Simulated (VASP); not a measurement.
# HfN (C222_1) in VASP: single point with PBEsol

Aim: the single point of HfN with PBEsol.

All numbers are computed with VASP 6.6.1; they aren't measurements. Logs are shortened: lines on timing, memory, paths and dates and some standing lists are left out, and cuts for length are marked.

### Step 1. The cell of the first run

It takes space group C222_1 (No. 20, orthorhombic). The conventional cell has a = 4.867 Å, b = 4.867 Å, c = 4.867 Å, α = 90.00°, β = 90.00°, γ = 90.00°. Hf (site symmetry 2) has 4 N at 2.10 to 2.17 Å within 2.8 Å. Within 2.8 Å of N (site symmetry 2) lie 4 Hf at 2.10 to 2.17 Å.

### Step 2. Single point, PBEsol (atoms displaced along a vibrational mode)

INCAR reads:

```
PREC = Accurate
ENCUT = 520
EDIFF = 1E-6
ISMEAR = 0
SIGMA = 0.15
LREAL = False
LASPH = True
NELM = 100
ALGO = Normal
ISIF = 2
LWAVE = False
LCHARG = True
GGA = PS
LELF = True
LVHAR = True
NBANDS = 23
```

KPOINTS reads:

```
Automatic mesh
0
Gamma
  18 18 12
```

POSCAR reads:

```
HfN
1.0
    0.0000000000     -2.4335341244     -2.4335341244
    0.0000000000      2.4335341244     -2.4335341244
    4.8670682487      0.0000000000      0.0000000000
Hf N
2 2
Direct
    0.4460660943      0.4460660943      0.5000000000
    0.0539339057      0.0539339057      0.0000000000
   -0.0415608473      0.5415608473      0.2500000000
    0.5415608473     -0.0415608473      0.7500000000
```

Potentials or basis: VASP PAW PBE potentials, release 64 (Hf_pv, N).

On the command line:

```sh
$ cat potpaw_PBE.64/Hf_pv/POTCAR potpaw_PBE.64/N/POTCAR > POTCAR
$ mpirun -np 1 vasp_std > vasp.out
```

OUTCAR:

```text
PREC = Accurate
   ENCUT = 520
   EDIFF = 1E-6
   ISMEAR = 0
   LREAL = False
   LASPH = True
   NELM = 100
   ISIF = 2
   GGA = PS

 ion  position               nearest neighbor table
   1  0.446  0.446  0.500-   3 2.10   4 2.10   3 2.17   4 2.17   2 3.09   2 3.09   2 3.48   2 3.48
                             2 3.48   2 3.48   2 3.83   2 3.83
   2  0.054  0.054  0.000-   3 2.10   4 2.10   3 2.17   4 2.17   1 3.09   1 3.09   1 3.48   1 3.48
                             1 3.48   1 3.48   1 3.83   1 3.83
   3  0.958  0.542  0.250-   1 2.10   2 2.10   2 2.17   1 2.17
   4  0.542  0.958  0.750-   1 2.10   2 2.10   2 2.17   1 2.17

  LATTYP: Found a simple tetragonal cell.
 ALAT       =     3.4415369632
 C/A-ratio  =     1.4142135623

  Lattice vectors:

 A1 = (   0.0000000000,  -2.4335341244,  -2.4335341244)
 A2 = (   0.0000000000,   2.4335341244,  -2.4335341244)
 A3 = (   4.8670682487,   0.0000000000,   0.0000000000)

Analysis of symmetry for initial positions (statically):
=====================================================================
 Subroutine PRICEL returns:
 Original cell was already a primitive cell.

 Routine SETGRP: Setting up the symmetry group for a
 simple tetragonal supercell.

 Subroutine GETGRP returns: Found  4 space group operations
 (whereof  2 operations were pure point group operations)
 out of a pool of 16 trial point group operations.

The static configuration has the point symmetry C_2 .
 The point group associated with its full space group is D_2 .

Analysis of symmetry for dynamics (positions and initial velocities):
=====================================================================
 Subroutine PRICEL returns:
 Original cell was already a primitive cell.

 Routine SETGRP: Setting up the symmetry group for a
 simple tetragonal supercell.

 Subroutine GETGRP returns: Found  4 space group operations
 (whereof  2 operations were pure point group operations)
 out of a pool of 16 trial point group operations.

The dynamic configuration has the point symmetry C_2 .
 The point group associated with its full space group is D_2 .

 Subroutine INISYM returns: Found  4 space group operations
 (whereof  2 operations are pure point group operations),
 and found     1 'primitive' translations

----------------------------------------------------------------------------------------

                                     Primitive cell

  volume of cell :      57.6464

  direct lattice vectors                    reciprocal lattice vectors
     0.000000000 -2.433534124 -2.433534124     0.000000000 -0.205462498 -0.205462498
     0.000000000  2.433534124 -2.433534124     0.000000000  0.205462498 -0.205462498
     4.867068249  0.000000000  0.000000000     0.205462498  0.000000000  0.000000000

  length of vectors
     3.441536963  3.441536963  4.867068249     0.290567851  0.290567851  0.205462498

  position of ions in fractional coordinates (direct lattice)
     0.446066094  0.446066094  0.500000000
     0.053933906  0.053933906  0.000000000
     0.958439153  0.541560847  0.250000000
     0.541560847  0.958439153  0.750000000

  ion indices of the primitive-cell ions
   primitive index   ion index
                 1           1
                 2           2
                 3           3
                 4           4

----------------------------------------------------------------------------------------

 KPOINTS: Automatic mesh

Automatic generation of k-mesh.
 Grid dimensions read from file:
 generate k-points for:   18   18   12

 Generating k-lattice:

  Cartesian coordinates                     Fractional coordinates (reciprocal lattice)
     0.000000000 -0.011414583 -0.011414583     0.055555556  0.000000000  0.000000000
     0.000000000  0.011414583 -0.011414583     0.000000000  0.055555556  0.000000000
     0.017121875  0.000000000  0.000000000     0.000000000  0.000000000  0.083333333

  Length of vectors
     0.016142658  0.016142658  0.017121875

  Shift w.r.t. Gamma in fractional coordinates (k-lattice)
     0.000000000  0.000000000  0.000000000

 Subroutine IBZKPT returns following result:
 ===========================================

 Found    637 irreducible k-points:

 Following reciprocal coordinates:
            Coordinates               Weight
  0.000000  0.000000  0.000000      1.000000
  0.055556  0.000000  0.000000      4.000000
  0.111111  0.000000  0.000000      4.000000
  0.166667  0.000000  0.000000      4.000000
  0.222222  0.000000  0.000000      4.000000
  0.277778  0.000000  0.000000      4.000000
[... 16 lines left out ...]
  0.388889  0.055556  0.000000      4.000000
 -0.055556  0.388889  0.000000      4.000000
 [... further k-points ...]
   k-points           NKPTS =    637   k-points in BZ     NKDIM =    637   number of bands    NBANDS=     23
   number of dos      NEDOS =    301   number of ions     NIONS =      4
   total plane-waves  NPLWV =  28224
   dimension x,y,z NGX =    28 NGY =   28 NGZ =   36
   dimension x,y,z NGXF=    56 NGYF=   56 NGZF=   72
   ions per type =               2   2
   NGX,Y,Z   is equivalent  to a cutoff of  13.53, 13.53, 12.30 a.u.
   NGXF,Y,Z  is equivalent  to a cutoff of  27.05, 27.05, 24.59 a.u.
 SYSTEM =  unknown system
   PREC   = accura    normal or accurate (medium, high low for compatibility)
   ISTART =      0    job   : 0-new  1-cont  2-samecut
   ICHARG =      2    charge: 1-file 2-atom 10-const
   ISPIN  =      1    spin polarized calculation?
   LNONCOLLINEAR =      F non collinear calculations
   LSORBIT =      F    spin-orbit coupling
   LASPH  =      T    aspherical Exc in radial PAW
   ENCUT  =  520.0 eV  38.22 Ry    6.18 a.u.   6.40  6.40  9.05*2*pi/ulx,y,z
   NELM   =    100;   NELMIN=  2; NELMDL= -5     # of ELM steps
   EDIFF  = 0.1E-05   stopping-criterion for ELM
   LREAL  =      F    real-space projection
   EDIFFG = 0.1E-04   stopping-criterion for IOM
   NSW    =      0    number of steps for IOM
   IBRION =     -1    ionic relax: 0-MD 1-quasi-New 2-CG
   NFREE  =      0    steps in history (QN), initial steepest desc. (CG)
   ISIF   =      2    stress and relaxation
   ISYM   =      2    0-nonsym 1-usesym 2-fastsym
   POTIM  = 0.5000    time-step for ionic-motion
   TEBEG  =    0.0;   TEEND  =   0.0 temperature during run
   PSTRESS=    0.0 pullay stress
   NELECT =      30.0000    total number of electrons
   NUPDOWN=      -1.0000    fix difference up-down
   EMIN   =  10.00;   EMAX   =-10.00  energy-range for DOS
   EFERMI =   0.00;   METHOD = LEGACY
   ISMEAR =     0;   SIGMA  =   0.15  broadening in eV -4-tet -1-fermi 0-gaus
   EFERMI_NEDOS =   21; number of points for ismear=-14 and -15
   IALGO  =     38    algorithm
   IMIX   =      4    mixing-type and parameters
     AMIX     =   0.40;   BMIX     =  1.00
     AMIX_MAG =   1.60;   BMIX_MAG =  1.00
  volume/ion in A,a.u.               =      14.41        97.25
  Fermi-wavevector in a.u.,A,eV,Ry     =   1.316814  2.488418 23.592495  1.733999
  Thomas-Fermi vector in A             =   2.446900
   LORBIT       =      0    0 simple, 1 ext, 2 COOP (PROOUT), +10 PAW based schemes
   GGA     = PS    functional components
   LHFCALC =     F    Hartree Fock is set to
   AEXX    =    0.0000 exact exchange contribution
   IVDW    =     0    specifies the selected vdW correction
   LEPSILON=     F    determine dielectric tensor
   LRPA    =     F    only Hartree local field effects (RPA)
 non-spin polarized calculation
 Gauss-broadening in eV      SIGMA  =   0.15
  energy-cutoff  :      520.00
  volume of cell :       57.65
 maximum number of plane-waves:      1578
 NGX is ok and might be reduce to    28
   NGX = 13   NGY = 13   NGZ = 19

 number of electron      30.0000003 magnetization

 Free energy of the ion-electron system (eV)
  ---------------------------------------------------
  ext. energy  EPLUGINS =         0.00000000
  ---------------------------------------------------
  free energy    TOTEN  =       -43.80802945 eV

  energy without entropy =      -43.79087376  energy(sigma->0) =      -43.79945160

 E-fermi :   5.5879     XC(G=0): -11.5420

 val. band max:        5.5869524833   @ k =  -0.2222   0.4444   0.2500
 cond. band min:       5.5890988293   @ k =   0.5000   0.1667   0.0000
 fundamental gap:      0.0021463459
 Fermi energy:         5.5878626572

 k-point     1 :       0.0000    0.0000    0.0000
  band No.  band energies     occupation
      1     -25.7860      2.00000
      2     -25.4061      2.00000
      3     -25.3617      2.00000
      4     -25.2566      2.00000
      5     -25.1930      2.00000
      6     -25.1400      2.00000
[... 15 lines left out ...]
     22      11.2687      0.00000
     23      11.8229      0.00000

 k-point     2 :       0.0556    0.0000    0.0000
  band No.  band energies     occupation
      1     -25.7821      2.00000
      2     -25.4094      2.00000
      3     -25.3648      2.00000
      4     -25.2611      2.00000
      5     -25.1976      2.00000
      6     -25.1424      2.00000
[... 15 lines left out ...]
     22      11.2228      0.00000
     23      11.9535      0.00000

 k-point     3 :       0.1111    0.0000    0.0000
  band No.  band energies     occupation
      1     -25.7707      2.00000
      2     -25.4227      2.00000
      3     -25.3700      2.00000
      4     -25.2777      2.00000
      5     -25.2067      2.00000
      6     -25.1495      2.00000
[... 15 lines left out ...]
     22      11.2338      0.00000
     23      12.2041      0.00000
[... 495 lines left out ...]
 k-point    23 :       0.3889    0.0556    0.0000
  band No.  band energies     occupation
      1     -25.6709      2.00000
      2     -25.5498      2.00000
      3     -25.5304      2.00000
      4     -25.3263      2.00000
      5     -25.2401      2.00000
      6     -25.2322      2.00000
[... 15 lines left out ...]
     22      11.3399      0.00000
     23      11.9175      0.00000

 k-point    24 :      -0.0556    0.3889    0.0000
  band No.  band energies     occupation
      1     -25.6748      2.00000
      2     -25.5488      2.00000
      3     -25.5300      2.00000
      4     -25.3292      2.00000
      5     -25.2342      2.00000
      6     -25.2323      2.00000
[... 15 lines left out ...]
     22      11.4126      0.00000
     23      11.7472      0.00000

 [... further k-points ...]

------------------------ aborting loop because EDIFF is reached ----------------------------------------

  FORCE on cell =-STRESS in cart. coord.  units (eV):
  Direction    XX          YY          ZZ          XY          YZ          ZX
  --------------------------------------------------------------------------------------
  -------------------------------------------------------------------------------------
  Total        0.4803030     -1.5611615     -1.6043946      0.0000000      0.0000000      0.0000000
  in kB       13.3491484    -43.3896451    -44.5912299      0.0000000      0.0000000      0.0000000
  external PRESSURE =     -24.8772422 kB  Pullay stress =       0.0000000 kB

 VOLUME and BASIS-vectors are now :
 -----------------------------------------------------------------------------
  energy-cutoff  :      520.00
  volume of cell :       57.65
      direct lattice vectors                 reciprocal lattice vectors
     0.000000000 -2.433534124 -2.433534124     0.000000000 -0.205462498 -0.205462498
     0.000000000  2.433534124 -2.433534124     0.000000000  0.205462498 -0.205462498
     4.867068249  0.000000000  0.000000000     0.205462498  0.000000000  0.000000000

 POSITION                                       TOTAL-FORCE (eV/Angst)
 -----------------------------------------------------------------------------------
      2.43353      0.00000     -2.17103         0.000000      0.000000     -2.651825
      0.00000      0.00000     -0.26250         0.000000      0.000000      2.651825
      1.21677     -1.01449     -3.65030         0.000000     -0.311041      0.000000
      3.65030      1.01449     -3.65030         0.000000      0.311041      0.000000
 -----------------------------------------------------------------------------------
    total drift:                               -0.000000      0.000000      0.000000

  FREE ENERGIE OF THE ION-ELECTRON SYSTEM (eV)
  ---------------------------------------------------
  free  energy   TOTEN  =       -43.8080294513 eV

  energy  without entropy=      -43.7908737585  energy(sigma->0) =      -43.79945160
```

Run time: 11 min. Hardware: 1 thread of Intel Xeon Platinum 8259CL at 2.50GHz (Skylake/Cascade Lake), shared host; peak memory 0.75 GiB.

What came out:

```
Free energy            : -43.8080 eV
Pressure               : -2.5 GPa
Largest force          : 2.652 eV/Å
Band gap on the k mesh : zero (bands 15 and 16 overlap by 2.37 eV)
```

Forces in eV/Å, atoms in the order of the input:
```
Hf   0.000  0.000 -2.652
Hf   0.000  0.000  2.652
N    0.000 -0.311  0.000
N    0.000  0.311  0.000
```

Levels at points of the mesh, in eV from the Fermi level:
| k point | band 13 | band 14 | band 15 | band 16 | band 17 | band 18 |
| --- | --- | --- | --- | --- | --- | --- |
| (0.00, 0.00, 0.00) | -3.72 | -2.96 | -0.85 | -0.80 | 2.05 | 2.20 |
| (0.50, 0.00, 0.00) | -4.71 | -3.86 | 0.51 | 0.87 | 1.34 | 1.46 |
| (0.50, 0.50, 0.00) | -3.23 | -2.72 | -1.14 | -0.84 | 2.17 | 2.31 |
| (0.00, 0.00, 0.50) | -4.28 | -4.28 | 0.04 | 0.04 | 2.47 | 2.47 |
| (0.50, 0.00, 0.50) | -4.12 | -4.12 | 1.38 | 1.38 | 1.91 | 1.91 |
| (0.50, 0.50, 0.50) | -3.31 | -3.31 | -0.98 | -0.98 | 1.90 | 1.90 |

Caveat: the cell differs from its parent crystal (atoms displaced along a vibrational mode); the stress differs along the axes, from -4 to 1 GPa; the PAW data sets were made with another functional, which shifts forces and pressure a little; spin-orbit coupling is left out, which moves the levels of the heavy elements.
